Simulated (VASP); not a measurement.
# BaPm (P-6m2) in VASP: single point with PBE

Aim: the single point of BaPm with PBE.

Program: VASP 6.6.1. These are calculated values, not measurements. Logs are shortened: lines on timing, memory, paths and dates and some standing lists are left out, and cuts for length are marked.

## Step 1: The cell of the first run

Symmetry: P-6m2, No. 187, hexagonal system. Conventional cell: a = 4.045 Å, b = 4.045 Å, c = 6.651 Å, α = 90.00°, β = 90.00°, γ = 120.00°. Pm (site symmetry -6m2) has 6 Pm at 4.05 Å and 6 Ba at 4.06 Å within 5.3 Å. Within 5.3 Å of Ba (site symmetry -6m2) lie 6 Ba at 4.05 Å and 6 Pm at 4.06 Å.

## Step 2: Single point, PBE, collinear spin, ferromagnetic start

INCAR reads:

```
ALGO = Normal
EDIFF = 1E-7
ENCUT = 520
GGA = PE
ISIF = 2
ISMEAR = -1
ISPIN = 2
LASPH = T
LCHARG = F
LMAXMIX = 6
LORBIT = 11
LREAL = F
LWAVE = F
MAGMOM = 4 0
NBANDS = 24
NELM = 150
PREC = Accurate
SIGMA = 0.05
```

KPOINTS reads:

```
k-points
0
Gamma
  8 8 4
```

POSCAR reads:

```
BaPm
1.0
    4.0453249782      0.0000000000      0.0000000000
   -2.0226624891      3.5033541976      0.0000000000
    0.0000000000      0.0000000000      6.6505510662
Pm Ba
1 1
Direct
    0.6666666667      0.3333333333      0.0000000000
    0.0000000000      0.0000000000      0.5000000000
```

Potentials or basis: VASP PAW PBE potentials, release 64 (Pm, Ba_sv).

Started as:

```bash
$ cat potpaw_PBE.64/Pm/POTCAR potpaw_PBE.64/Ba_sv/POTCAR > POTCAR
$ mpirun -np 1 vasp_std > vasp.out
```

OUTCAR:

```text
EDIFF = 1E-7
   ENCUT = 520
   GGA = PE
   ISIF = 2
   ISMEAR = -1
   ISPIN = 2
   LASPH = T
   LORBIT = 11
   LREAL = F
   NELM = 150
   PREC = Accurate

 ion  position               nearest neighbor table
   1  0.667  0.333  0.000-   2 4.06   2 4.06   2 4.06   2 4.06   2 4.06   2 4.06
   2  0.000  0.000  0.500-   1 4.06   1 4.06   1 4.06   1 4.06   1 4.06   1 4.06

  LATTYP: Found a hexagonal cell.
 ALAT       =     4.0453249782
 C/A-ratio  =     1.6440090974

  Lattice vectors:

 A1 = (   4.0453249782,   0.0000000000,   0.0000000000)
 A2 = (  -2.0226624891,   3.5033541976,   0.0000000000)
 A3 = (   0.0000000000,   0.0000000000,   6.6505510662)

Analysis of symmetry for initial positions (statically):
=====================================================================
 Subroutine PRICEL returns:
 Original cell was already a primitive cell.

 Routine SETGRP: Setting up the symmetry group for a
 hexagonal supercell.

 Subroutine GETGRP returns: Found 12 space group operations
 (whereof 12 operations were pure point group operations)
 out of a pool of 24 trial point group operations.

The static configuration has the point symmetry D_3h.

Analysis of symmetry for dynamics (positions and initial velocities):
=====================================================================
 Subroutine PRICEL returns:
 Original cell was already a primitive cell.

 Routine SETGRP: Setting up the symmetry group for a
 hexagonal supercell.

 Subroutine GETGRP returns: Found 12 space group operations
 (whereof 12 operations were pure point group operations)
 out of a pool of 24 trial point group operations.

The dynamic configuration has the point symmetry D_3h.

Analysis of structural, dynamic, and magnetic symmetry:
=====================================================================
 Subroutine PRICEL returns:
 Original cell was already a primitive cell.

 Routine SETGRP: Setting up the symmetry group for a
 hexagonal supercell.

 Subroutine GETGRP returns: Found 12 space group operations
 (whereof 12 operations were pure point group operations)
 out of a pool of 24 trial point group operations.

The overall configuration has the point symmetry D_3h.

 Subroutine INISYM returns: Found 12 space group operations
[... 107 lines left out ...]
   PSTRESS=    0.0 pullay stress
   NELECT =      25.0000    total number of electrons
   NUPDOWN=      -1.0000    fix difference up-down
   EMIN   =  10.00;   EMAX   =-10.00  energy-range for DOS
   EFERMI =   0.00;   METHOD = LEGACY
   ISMEAR =    -1;   SIGMA  =   0.05  broadening in eV -4-tet -1-fermi 0-gaus
   EFERMI_NEDOS =   21; number of points for ismear=-14 and -15
   IALGO  =     38    algorithm
   IMIX   =      4    mixing-type and parameters
     AMIX     =   0.40;   BMIX     =  1.00
     AMIX_MAG =   1.60;   BMIX_MAG =  1.00
  volume/ion in A,a.u.               =      47.13       318.03
  Fermi-wavevector in a.u.,A,eV,Ry     =   1.051856  1.987720 15.053513  1.106402
  Thomas-Fermi vector in A             =   2.186916
   LORBIT       =     11    0 simple, 1 ext, 2 COOP (PROOUT), +10 PAW based schemes
   GGA     = PE    functional components
   LHFCALC =     F    Hartree Fock is set to
   AEXX    =    0.0000 exact exchange contribution
   IVDW    =     0    specifies the selected vdW correction
   LEPSILON=     F    determine dielectric tensor
   LRPA    =     F    only Hartree local field effects (RPA)
 spin polarized calculation
  energy-cutoff  :      520.00
  volume of cell :       94.25
 maximum number of plane-waves:      2567
   NGX = 15   NGY = 15   NGZ = 25

 number of electron      25.0000001 magnetization       5.2961226

 Free energy of the ion-electron system (eV)
  ---------------------------------------------------
  ext. energy  EPLUGINS =         0.00000000
  ---------------------------------------------------
  free energy    TOTEN  =        -9.35447869 eV

  energy without entropy =       -9.27217370  energy(sigma->0) =       -9.31332619

 E-fermi :   3.2860     XC(G=0):  -8.4389

 val. band max:        3.2851460051   @ k =   0.3750   0.1250   0.5000
 cond. band min:       3.2923565156   @ k =   0.3750   0.1250   0.2500
 fundamental gap:      0.0072105105
 Fermi energy:         3.2859744438

 spin component 1

 k-point     1 :       0.0000    0.0000    0.0000
  band No.  band energies     occupation
      1     -35.6456      1.00000
      2     -25.0716      1.00000
      3     -16.1400      1.00000
      4     -15.9296      1.00000
      5     -15.9296      1.00000
      6     -10.3256      1.00000
[... 637 lines left out ...]
     23       6.3699      0.00000
     24       7.6517      0.00000

 [... further k-points ...]

 spin component 2

 k-point     1 :       0.0000    0.0000    0.0000
  band No.  band energies     occupation
      1     -33.4500      1.00000
      2     -25.0725      1.00000
      3     -14.5843      1.00000
      4     -14.2740      1.00000
      5     -14.2740      1.00000
      6     -10.2751      1.00000
[... 637 lines left out ...]
     23       7.1793      0.00000
     24       8.2935      0.00000

 [... further k-points ...]
[... 5 lines left out ...]
  --------------------------------------------------------------------------------------
  -------------------------------------------------------------------------------------
  Total        0.3332775      0.3332775      0.5633760      0.0000000     -0.0000000      0.0000000
  in kB        5.6652810      5.6652810      9.5766552      0.0000000     -0.0000000      0.0000000
  external PRESSURE =       6.9690724 kB  Pullay stress =       0.0000000 kB

 VOLUME and BASIS-vectors are now :
 -----------------------------------------------------------------------------
  energy-cutoff  :      520.00
  volume of cell :       94.25
      direct lattice vectors                 reciprocal lattice vectors
     4.045324978  0.000000000  0.000000000     0.247198928  0.142720368  0.000000000
    -2.022662489  3.503354198  0.000000000     0.000000000  0.285440736  0.000000000
     0.000000000  0.000000000  6.650551066     0.000000000  0.000000000  0.150363480

 POSITION                                       TOTAL-FORCE (eV/Angst)
 -----------------------------------------------------------------------------------
      2.02266      1.16778      0.00000        -0.000000      0.000000      0.000000
      0.00000      0.00000      3.32528         0.000000     -0.000000      0.000000
 -----------------------------------------------------------------------------------
    total drift:                               -0.000000      0.000000      0.000000

  FREE ENERGIE OF THE ION-ELECTRON SYSTEM (eV)
  ---------------------------------------------------
  free  energy   TOTEN  =        -9.3544786906 eV

  energy  without entropy=       -9.2721736992  energy(sigma->0) =       -9.31332619

 total charge

# of ion       s       p       d       f       tot
--------------------------------------------------
    1        2.046   5.496   0.340   4.488  12.369
    2        2.077   5.519   0.403   0.000   7.998
--------------------------------------------------
tot          4.122  11.014   0.743   4.488  20.367

 magnetization (x)

# of ion       s       p       d       f       tot
--------------------------------------------------
    1       -0.009   0.021   0.157   4.482   4.652
    2       -0.001   0.004  -0.001   0.000   0.002
--------------------------------------------------
tot         -0.010   0.026   0.156   4.482   4.654
```

OSZICAR:

```text
N       E                     dE             d eps       ncg     rms          rms(c)
DAV:   1     0.247318841266E+03    0.24732E+03   -0.98643E+03  2888   0.119E+03
DAV:   2     0.261709558419E+02   -0.22115E+03   -0.20428E+03  3592   0.250E+02
DAV:   3    -0.474193819013E+01   -0.30913E+02   -0.29729E+02  3872   0.108E+02
[... 18 lines left out ...]
DAV:  22    -0.935447023679E+01   -0.17284E-03   -0.20335E-04  4360   0.132E-01    0.261E-02
DAV:  23    -0.935445645145E+01    0.13785E-04   -0.26315E-05  4400   0.439E-02    0.192E-02
DAV:  24    -0.935447982101E+01   -0.23370E-04   -0.82027E-06  4496   0.309E-02    0.148E-02
DAV:  25    -0.935448113311E+01   -0.13121E-05   -0.38744E-06  3728   0.822E-03    0.201E-02
DAV:  26    -0.935447867863E+01    0.24545E-05   -0.76423E-06  4464   0.137E-02    0.878E-03
DAV:  27    -0.935447869059E+01   -0.11960E-07   -0.54492E-07  3472   0.444E-03
   1 F= -.93544787E+01 E0= -.93133262E+01  d E =-.823050E-01  mag=     5.2959
```

stdout:

```text
POSCAR found type information on POSCAR PmBa
 POSCAR found :  2 types and       2 ions
 scaLAPACK will be used
 LDA part: xc-table for (Slater+PW92), standard interpolation
 POSCAR, INCAR and KPOINTS ok, starting setup
 FFT: planning ... GRIDC
 FFT: planning ... GRID_SOFT
 FFT: planning ... GRID
 WAVECAR not read
 entering main loop
```

It took 5.2 min on 1 thread of Intel Xeon Platinum 8259CL at 2.50GHz (Skylake/Cascade Lake), shared host; peak memory 0.31 GiB.

Results:

```
Free energy                                           : -9.3545 eV
Pressure                                              : 0.7 GPa
Net moment                                            : 5.30 μB per cell
Site moments                                          : Pm +4.65; Ba +0.00 μB
Valence electrons inside the program's atomic spheres : Pm 12.37; Ba 8.00
```

Levels at points of the mesh, in eV from the Fermi level:
Spin up:
```tsv
k point	band 13	band 14	band 15	band 16	band 17	band 18
(0.00, 0.00, 0.00)	-0.48	-0.09	-0.09	0.04	0.23	1.38
(0.50, 0.00, 0.00)	-0.53	-0.50	-0.09	-0.01	0.17	0.35
(0.00, 0.00, 0.50)	-0.48	-0.08	-0.08	0.03	0.13	0.94
(0.50, 0.00, 0.50)	-0.52	-0.19	-0.01	0.02	0.23	0.24
```
Spin down:
| k point | band 6 | band 7 | band 8 | band 9 | band 10 | band 11 | band 12 | band 13 | band 14 | band 15 |
| --- | --- | --- | --- | --- | --- | --- | --- | --- | --- | --- |
| (0.00, 0.00, 0.00) | -13.56 | -13.18 | -13.18 | -3.00 | -0.98 | 1.70 | 2.05 | 2.15 | 2.15 | 2.51 |
| (0.50, 0.00, 0.00) | -14.05 | -13.45 | -13.38 | -0.78 | -0.31 | -0.21 | 1.10 | 1.86 | 2.12 | 2.40 |
| (0.00, 0.00, 0.50) | -13.62 | -13.18 | -13.18 | -1.85 | -1.78 | 1.20 | 1.37 | 2.07 | 2.07 | 2.35 |
| (0.50, 0.00, 0.50) | -14.04 | -13.44 | -13.38 | -0.95 | -0.75 | 0.61 | 0.77 | 2.02 | 2.29 | 2.60 |

Caveat: the magnetic or orbital state may not be the lowest; spin-orbit coupling is left out, which moves the levels of the heavy elements; without U or exact exchange the open f shell lies at the Fermi level, which spoils levels, moments and volumes.
